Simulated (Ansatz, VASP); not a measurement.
## K in VASP and in Ansatz

File INCAR:

```
SYSTEM = K
ALGO = Normal
EDIFF = 1E-6
ENCUT = 500
GGA = PS
GGA_COMPAT = .FALSE.
ISIF = 2
ISMEAR = -1
LASPH = .TRUE.
LCHARG = .FALSE.
LREAL = .FALSE.
LWAVE = .FALSE.
NBANDS = 10
NELM = 120
PREC = Accurate
SIGMA = 0.05
```

File KPOINTS:

```
k-points
0
G
  10 10 10
  0 0 0
```

POSCAR

```
K
1.0
   -2.7154236633      2.7154236633      2.7154236633
    2.7154236633     -2.7154236633      2.7154236633
    2.7154236633      2.7154236633     -2.7154236633
K
1
Direct
    0.0000000000      0.0000000000      0.0000000000
```

Input for Ansatz:

```yaml
crystal:
  lattice:
    - [-2.7154236633, 2.7154236633, 2.7154236633]
    - [2.7154236633, -2.7154236633, 2.7154236633]
    - [2.7154236633, 2.7154236633, -2.7154236633]
  atoms:
    - { symbol: K, position: [0.0, 0.0, 0.0] }
kpoints:
  mp_grid: { grid: [10, 10, 10] }
scf:
  occupations: { method: fermi_dirac, width: 0.05 }
hamiltonian:
  xc: pbesol
  pseudopotentials: { kind: all_electron, lapw: { basis_error: 0.0005 } }
output:
  forces: true
  stress: true
  eigenvalues: true
```

Change from the starting cell: volume scaled by 1.02.

Alike in both runs: task single point; functional PBEsol; k mesh 10 × 10 × 10; occupations fermi-dirac, width 0.05 eV; no spin polarisation.

```csv
,VASP,Ansatz
version,VASP 6.6.1,Ansatz 0.2.0
potentials or method,"VASP PAW PBE potentials, release 64 (K_sv), cutoff 500 eV","all-electron LAPW, scalar-relativistic"
```

```csv
,VASP,Ansatz,Ansatz less VASP
pressure (GPa),-0.4,-0.4,+0.01
```

VASP's potentials were made for PBE, not for PBEsol. Ansatz ran all-electron here, and VASP with PAW potentials.
